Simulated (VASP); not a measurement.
Set up this calculation in VASP 6.6.1, as the native input.

- Task: single point
- Functional: PBE
- Potentials or basis: VASP PAW PBE potentials, release 64 (Ba_sv, S)
- Cutoff: 520 eV
- k mesh: 10 × 10 × 10
- Occupations: fermi-dirac, width 0.05 eV
- Spin: no spin polarisation
- Dipole correction: no
- Further INCAR settings: ALGO = Normal; EDIFF = 1e-07; NBANDS = 15

The structure of BaS (CsCl type) lies in POSCAR:

```
BaS
1.0
    3.5651809330      0.0000000000      0.0000000000
    0.0000000000      3.5651809330      0.0000000000
    0.0000000000      0.0000000000      3.5651809330
Ba S
1 1
Direct
    0.0000000000      0.0000000000      0.0000000000
    0.5000000000      0.5000000000      0.5000000000
```

The input as run:

INCAR

```
SYSTEM = BaS
  PREC = Accurate
  ENCUT = 520
  EDIFF = 1E-7
  ISMEAR = -1
  SIGMA = 0.05
  LREAL = .FALSE.
  LASPH = .TRUE.
  NELM = 80
  ALGO = Normal
  ISIF = 2
  LWAVE = .FALSE.
  LCHARG = .FALSE.
  GGA = PE
  NBANDS = 15
```

KPOINTS

```
regular mesh
0
G
  10 10 10
  0 0 0
```

Potentials or basis: VASP PAW PBE potentials, release 64 (Ba_sv, S).

Launch:

```bash
$ cat potpaw_PBE.64/Ba_sv/POTCAR potpaw_PBE.64/S/POTCAR > POTCAR
$ mpirun -np 1 vasp_std > vasp.out
```

It gave:

| Quantity | Value |
| --- | --- |
| Pressure | 18.7 GPa |
| Band gap on the k mesh | 0.87 eV |

Caveat: the cell stands under pressure; spin-orbit coupling is left out, which moves the levels of the heavy elements.

Wall time 42 s on 1 thread of Intel Xeon 8259CL (shared host), peak memory 0.18 GiB.
